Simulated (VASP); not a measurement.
# Ni2Pt (P6_3/mmc) in VASP: single point with PBE

Aim: the single point of Ni2Pt with PBE.

All numbers are computed with VASP 6.6.1; they aren't measurements. Logs are shortened: lines on timing, memory, paths and dates and some standing lists are left out, and cuts for length are marked.

### 1 The cell of the first run

It takes space group P6_3/mmc (No. 194, hexagonal). Conventional cell: a = 2.670 Å, b = 2.670 Å, c = 12.523 Å, α = 90.00°, β = 90.00°, γ = 120.00°. Ni (site symmetry 3m) has 9 Ni at 2.45 to 2.67 Å and 3 Pt at 2.67 Å within 3.2 Å. Within 3.5 Å of Pt (site symmetry -6m2) lie 6 Ni at 2.67 Å and 6 Pt at 2.67 Å.

### 2 Single point, PBE, collinear spin, ferromagnetic start

INCAR

```
PREC     = Accurate       # precision mode
ENCUT    = 520            # plane-wave cutoff, eV
EDIFF    = 1E-6           # SCF threshold, eV
ISMEAR   = 0              # smearing method
SIGMA    = 0.1            # smearing width, eV
LREAL    = F              # projectors in reciprocal space
LASPH    = T              # aspherical terms in the spheres
NELM     = 150            # most SCF steps
ALGO     = Normal         # electronic algorithm
ISIF     = 2              # what is computed and relaxed
LWAVE    = F              # write WAVECAR
LCHARG   = T              # write CHGCAR
ISPIN    = 2              # spin polarisation
MAGMOM   = -0.93 -0.93 -0.93 -0.93 -0.24 -0.24 # initial moments
LORBIT   = 11             # projections on sites
LMAXMIX  = 4              # l up to which the mixer works
GGA      = PE             # functional
LVHAR    = T            
NBANDS   = 43             # bands
KPAR     = 4
```

KPOINTS

```
regular mesh
0
Gamma
  18 18 4
```

POSCAR

```
Ni2Pt
1.0
    2.6702786310      0.0000000000      0.0000000000
   -1.3351393155      2.3125291296      0.0000000000
    0.0000000000      0.0000000000     12.5226649021
Ni Pt
4 2
Direct
    0.3333333333      0.6666666667      0.9237827918
    0.3333333333      0.6666666667      0.5762172082
    0.6666666667      0.3333333333      0.0762172082
    0.6666666667      0.3333333333      0.4237827918
    0.3333333333      0.6666666667      0.2500000000
    0.6666666667      0.3333333333      0.7500000000
```

Potentials or basis: VASP PAW PBE potentials, release 64 (Ni, Pt).

The run is started by

```console
> cat potpaw_PBE.64/Ni/POTCAR potpaw_PBE.64/Pt/POTCAR > POTCAR
> mpirun -np 4 vasp_std > vasp.out
```

OUTCAR:

```text
PREC = Accurate
   ENCUT = 520
   EDIFF = 1E-6
   ISMEAR = 0
   LREAL = F
   LASPH = T
   NELM = 150
   ISIF = 2
   ISPIN = 2
   LORBIT = 11
   GGA = PE

 ion  position               nearest neighbor table
   1  0.333  0.667  0.924-   3 2.45   3 2.45   3 2.45   6 2.67   6 2.67   6 2.67
   2  0.333  0.667  0.576-   4 2.45   4 2.45   4 2.45   6 2.67   6 2.67   6 2.67
   3  0.667  0.333  0.076-   1 2.45   1 2.45   1 2.45   5 2.67   5 2.67   5 2.67
   4  0.667  0.333  0.424-   2 2.45   2 2.45   2 2.45   5 2.67   5 2.67   5 2.67
   5  0.333  0.667  0.250-   3 2.67   4 2.67   3 2.67   4 2.67   3 2.67   4 2.67
   6  0.667  0.333  0.750-   1 2.67   2 2.67   1 2.67   2 2.67   1 2.67   2 2.67

  LATTYP: Found a hexagonal cell.
 ALAT       =     2.6702786310
 C/A-ratio  =     4.6896472738

  Lattice vectors:

 A1 = (   2.6702786310,   0.0000000000,   0.0000000000)
 A2 = (  -1.3351393155,   2.3125291296,   0.0000000000)
 A3 = (   0.0000000000,   0.0000000000,  12.5226649021)

Analysis of symmetry for initial positions (statically):
=====================================================================
 Subroutine PRICEL returns:
 Original cell was already a primitive cell.

 Routine SETGRP: Setting up the symmetry group for a
 hexagonal supercell.

 Subroutine GETGRP returns: Found 24 space group operations
 (whereof 12 operations were pure point group operations)
 out of a pool of 24 trial point group operations.

The static configuration has the point symmetry D_3d.
 The point group associated with its full space group is D_6h.

Analysis of symmetry for dynamics (positions and initial velocities):
=====================================================================
 Subroutine PRICEL returns:
 Original cell was already a primitive cell.

 Routine SETGRP: Setting up the symmetry group for a
 hexagonal supercell.

 Subroutine GETGRP returns: Found 24 space group operations
 (whereof 12 operations were pure point group operations)
 out of a pool of 24 trial point group operations.

The dynamic configuration has the point symmetry D_3d.
 The point group associated with its full space group is D_6h.

Analysis of structural, dynamic, and magnetic symmetry:
=====================================================================
 Subroutine PRICEL returns:
 Original cell was already a primitive cell.

 Routine SETGRP: Setting up the symmetry group for a
 hexagonal supercell.

 Subroutine GETGRP returns: Found 24 space group operations
 (whereof 12 operations were pure point group operations)
 out of a pool of 24 trial point group operations.

The overall configuration has the point symmetry D_3d.
 The point group associated with its full space group is D_6h.

 Subroutine INISYM returns: Found 24 space group operations
 (whereof 12 operations are pure point group operations),
 and found     1 'primitive' translations

----------------------------------------------------------------------------------------

                                     Primitive cell

  volume of cell :      77.3287

  direct lattice vectors                    reciprocal lattice vectors
     2.670278631  0.000000000  0.000000000     0.374492755  0.216213493  0.000000000
    -1.335139315  2.312529130  0.000000000     0.000000000  0.432426985  0.000000000
     0.000000000  0.000000000 12.522664902     0.000000000  0.000000000  0.079855207

  length of vectors
     2.670278631  2.670278631 12.522664902     0.432426985  0.432426985  0.079855207

  position of ions in fractional coordinates (direct lattice)
     0.333333333  0.666666667  0.923782792
     0.333333333  0.666666667  0.576217208
     0.666666667  0.333333333  0.076217208
     0.666666667  0.333333333  0.423782792
     0.333333333  0.666666667  0.250000000
     0.666666667  0.333333333  0.750000000

  ion indices of the primitive-cell ions
   primitive index   ion index
                 1           1
                 2           2
                 3           3
                 4           4
                 5           5
                 6           6

----------------------------------------------------------------------------------------

 KPOINTS: regular mesh

Automatic generation of k-mesh.
 Grid dimensions read from file:
 generate k-points for:   18   18    4

 Generating k-lattice:

  Cartesian coordinates                     Fractional coordinates (reciprocal lattice)
     0.020805153  0.012011861  0.000000000     0.055555556  0.000000000  0.000000000
     0.000000000  0.024023721  0.000000000     0.000000000  0.055555556  0.000000000
     0.000000000  0.000000000  0.019963802     0.000000000  0.000000000  0.250000000

  Length of vectors
     0.024023721  0.024023721  0.019963802

  Shift w.r.t. Gamma in fractional coordinates (k-lattice)
     0.000000000  0.000000000  0.000000000

 Subroutine IBZKPT returns following result:
 ===========================================

 Found    111 irreducible k-points:

 Following reciprocal coordinates:
            Coordinates               Weight
  0.000000  0.000000  0.000000      1.000000
  0.055556  0.000000  0.000000      6.000000
  0.111111  0.000000  0.000000      6.000000
  0.166667 -0.000000  0.000000      6.000000
  0.222222 -0.000000  0.000000      6.000000
  0.277778  0.000000  0.000000      6.000000
[... 16 lines left out ...]
  0.333333  0.111111  0.000000     12.000000
  0.388889  0.111111  0.000000     12.000000
 [... further k-points ...]
   k-points           NKPTS =    111   k-points in BZ     NKDIM =    111   number of bands    NBANDS=     43
   number of dos      NEDOS =    301   number of ions     NIONS =      6
   total plane-waves  NPLWV =  38400
   dimension x,y,z NGX =    20 NGY =   20 NGZ =   96
   dimension x,y,z NGXF=    40 NGYF=   40 NGZF=  192
   ions per type =               4   2
   NGX,Y,Z   is equivalent  to a cutoff of  12.45, 12.45, 12.74 a.u.
   NGXF,Y,Z  is equivalent  to a cutoff of  24.90, 24.90, 25.49 a.u.
 SYSTEM =  unknown system
   PREC   = accura    normal or accurate (medium, high low for compatibility)
   ISTART =      0    job   : 0-new  1-cont  2-samecut
   ICHARG =      2    charge: 1-file 2-atom 10-const
   ISPIN  =      2    spin polarized calculation?
   LNONCOLLINEAR =      F non collinear calculations
   LSORBIT =      F    spin-orbit coupling
   LASPH  =      T    aspherical Exc in radial PAW
   ENCUT  =  520.0 eV  38.22 Ry    6.18 a.u.   4.96  4.96 23.28*2*pi/ulx,y,z
   NELM   =    150;   NELMIN=  2; NELMDL= -5     # of ELM steps
   EDIFF  = 0.1E-05   stopping-criterion for ELM
   LREAL  =      F    real-space projection
   EDIFFG = 0.1E-04   stopping-criterion for IOM
   NSW    =      0    number of steps for IOM
   IBRION =     -1    ionic relax: 0-MD 1-quasi-New 2-CG
   NFREE  =      0    steps in history (QN), initial steepest desc. (CG)
   ISIF   =      2    stress and relaxation
   ISYM   =      2    0-nonsym 1-usesym 2-fastsym
   POTIM  = 0.5000    time-step for ionic-motion
   TEBEG  =    0.0;   TEEND  =   0.0 temperature during run
   PSTRESS=    0.0 pullay stress
   NELECT =      60.0000    total number of electrons
   NUPDOWN=      -1.0000    fix difference up-down
   EMIN   =  10.00;   EMAX   =-10.00  energy-range for DOS
   EFERMI =   0.00;   METHOD = LEGACY
   ISMEAR =     0;   SIGMA  =   0.10  broadening in eV -4-tet -1-fermi 0-gaus
   EFERMI_NEDOS =   21; number of points for ismear=-14 and -15
   IALGO  =     38    algorithm
   IMIX   =      4    mixing-type and parameters
     AMIX     =   0.40;   BMIX     =  1.00
     AMIX_MAG =   1.60;   BMIX_MAG =  1.00
  volume/ion in A,a.u.               =      12.89        86.97
  Fermi-wavevector in a.u.,A,eV,Ry     =   1.504337  2.842784 30.790379  2.263029
  Thomas-Fermi vector in A             =   2.615330
   LORBIT       =     11    0 simple, 1 ext, 2 COOP (PROOUT), +10 PAW based schemes
   GGA     = PE    functional components
   LHFCALC =     F    Hartree Fock is set to
   AEXX    =    0.0000 exact exchange contribution
   IVDW    =     0    specifies the selected vdW correction
   LEPSILON=     F    determine dielectric tensor
   LRPA    =     F    only Hartree local field effects (RPA)
 spin polarized calculation
 Gauss-broadening in eV      SIGMA  =   0.10
  energy-cutoff  :      520.00
  volume of cell :       77.33
 maximum number of plane-waves:      2127
 NGX is ok and might be reduce to    20
   NGX =  9   NGY =  9   NGZ = 47

 number of electron      60.0000010 magnetization      -3.4133347

 Free energy of the ion-electron system (eV)
  ---------------------------------------------------
  ext. energy  EPLUGINS =         0.00000000
  ---------------------------------------------------
  free energy    TOTEN  =       -33.91151447 eV

  energy without entropy =      -33.84574171  energy(sigma->0) =      -33.87862809

 E-fermi :   9.5519     XC(G=0): -13.0438

 val. band max:        9.5518282997   @ k =   0.0556   0.0000   0.2500
 cond. band min:       9.5531613812   @ k =   0.4444  -0.0000   0.0000
 fundamental gap:      0.0013330815
 Fermi energy:         9.5518542744

 spin component 1

 k-point     1 :       0.0000    0.0000    0.0000
  band No.  band energies     occupation
      1      -0.0274      1.00000
      2       0.3496      1.00000
      3       2.1584      1.00000
      4       2.6062      1.00000
      5       3.8261      1.00000
      6       4.7826      1.00000
[... 34 lines left out ...]
     41      25.2841      0.00000
     42      25.5202      0.00000
[... 994 lines left out ...]
      2       3.0044      1.00000
      3       3.8103      1.00000
      4       3.9359      1.00000
      5       5.2857      1.00000
      6       5.3356      1.00000
[... 34 lines left out ...]
     41      18.4228      0.00000
     42      18.9142      0.00000

 [... further k-points ...]

 spin component 2

 k-point     1 :       0.0000    0.0000    0.0000
  band No.  band energies     occupation
      1      -0.0414      1.00000
      2       0.3237      1.00000
      3       2.1759      1.00000
      4       2.5534      1.00000
      5       3.7001      1.00000
      6       4.6559      1.00000
[... 34 lines left out ...]
     41      25.2714      0.00000
     42      25.4907      0.00000
[... 994 lines left out ...]
      2       2.8947      1.00000
      3       3.6511      1.00000
      4       3.7961      1.00000
      5       5.0040      1.00000
      6       5.0963      1.00000
[... 34 lines left out ...]
     41      18.2998      0.00000
     42      18.7952      0.00000

 [... further k-points ...]

 [bands above 42 left out]

------------------------ aborting loop because EDIFF is reached ----------------------------------------

  FORCE on cell =-STRESS in cart. coord.  units (eV):
  Direction    XX          YY          ZZ          XY          YZ          ZX
  --------------------------------------------------------------------------------------
  -------------------------------------------------------------------------------------
  Total       -0.1746485     -0.1746485     -0.1724587     -0.0000000     -0.0000000     -0.0000000
  in kB       -3.6185529     -3.6185529     -3.5731829     -0.0000000     -0.0000000     -0.0000000
  external PRESSURE =      -3.6034295 kB  Pullay stress =       0.0000000 kB

 VOLUME and BASIS-vectors are now :
 -----------------------------------------------------------------------------
  energy-cutoff  :      520.00
  volume of cell :       77.33
      direct lattice vectors                 reciprocal lattice vectors
     2.670278631  0.000000000  0.000000000     0.374492755  0.216213493  0.000000000
    -1.335139315  2.312529130  0.000000000     0.000000000  0.432426985  0.000000000
     0.000000000  0.000000000 12.522664902     0.000000000  0.000000000  0.079855207

 POSITION                                       TOTAL-FORCE (eV/Angst)
 -----------------------------------------------------------------------------------
     -0.00000      1.54169     11.56822         0.000000     -0.000000     -0.011742
     -0.00000      1.54169      7.21578        -0.000000      0.000000      0.011742
      1.33514      0.77084      0.95444        -0.000000      0.000000      0.011742
      1.33514      0.77084      5.30689         0.000000      0.000000     -0.011742
     -0.00000      1.54169      3.13067         0.000000      0.000000      0.000000
      1.33514      0.77084      9.39200        -0.000000     -0.000000      0.000000
 -----------------------------------------------------------------------------------
    total drift:                               -0.000000      0.000000     -0.000000

  FREE ENERGIE OF THE ION-ELECTRON SYSTEM (eV)
  ---------------------------------------------------
  free  energy   TOTEN  =       -33.9115144733 eV

  energy  without entropy=      -33.8457417071  energy(sigma->0) =      -33.87862809

 total charge

# of ion       s       p       d       tot
------------------------------------------
    1        0.444   0.422   8.295   9.161
    2        0.444   0.422   8.295   9.161
    3        0.444   0.422   8.295   9.161
    4        0.444   0.422   8.295   9.161
    5        0.707   0.672   8.056   9.435
    6        0.707   0.672   8.056   9.435
--------------------------------------------------
tot          3.190   3.032  49.292  55.514

 magnetization (x)

# of ion       s       p       d       tot
------------------------------------------
    1        0.004   0.017  -0.782  -0.761
    2        0.004   0.017  -0.782  -0.761
    3        0.004   0.017  -0.782  -0.761
    4        0.004   0.017  -0.782  -0.761
    5       -0.000   0.014  -0.234  -0.220
    6       -0.000   0.014  -0.234  -0.220
--------------------------------------------------
tot          0.014   0.098  -3.595  -3.484
```

Wall time 5.7 min (4 MPI ranks of Oxide Virtual Turin-like, shared host); peak memory 0.58 GiB.

What came out:

| Property | Result |
| --- | --- |
| Free energy | -33.9115 eV |
| Pressure | -0.4 GPa |
| Largest force | 0.012 eV/Å |
| Net moment | -3.41 μB per cell |
| Site moments | Ni -0.76; Pt -0.22 μB |
| Valence electrons inside the program's atomic spheres | Ni 9.16; Pt 9.44 |

Forces on the atoms (eV/Å):
```
Ni   0.000  0.000 -0.012
Ni   0.000  0.000  0.012
Ni   0.000  0.000  0.012
Ni   0.000  0.000 -0.012
Pt   0.000  0.000  0.000
Pt   0.000  0.000  0.000
```

Caveat: spin-orbit coupling is left out, which moves the levels of the heavy elements.
